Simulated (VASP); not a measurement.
**W: single point with PBE**

Crystal: W.

```
W
1.0
     0.00000    3.02832    3.02832
     3.02832    0.00000    3.02832
     3.02832    3.02832    0.00000
W
2
Cartesian
  0.7571 0.7571 0.7571
  5.2996 5.2996 5.2996
```

This cell differs from its parent crystal: volume scaled by 1.12.

- Program: VASP 6.6.1
- Task: single point
- Functional: PBE
- Potentials or basis: VASP PAW PBE potentials, release 64 (W_sv)
- Cutoff: 520 eV
- k mesh: 11 × 11 × 11
- Occupations: fermi-dirac, width 0.1 eV
- Spin: no spin polarisation

```yaml
Pressure: -10.7 GPa
Band_gap_on_the_k_mesh: zero (band 14 reaches 4.65 eV, above the bottom of band 15 at 3.66 eV)
```

Levels at points of the mesh, in eV from the Fermi level:
```
           k point  band 12  band 13  band 14  band 15  band 16  band 17
(0.00, 0.00, 0.00)    -0.96    -0.96    -0.96     1.40     1.40     1.40
```

Run time: 17 s on 1 thread of Intel(R) Xeon(R) 6975P-C (Granite Rapids), on a shared host, peak memory 0.19 GiB.

Caveat: spin-orbit coupling is left out, which moves the levels of the heavy elements.
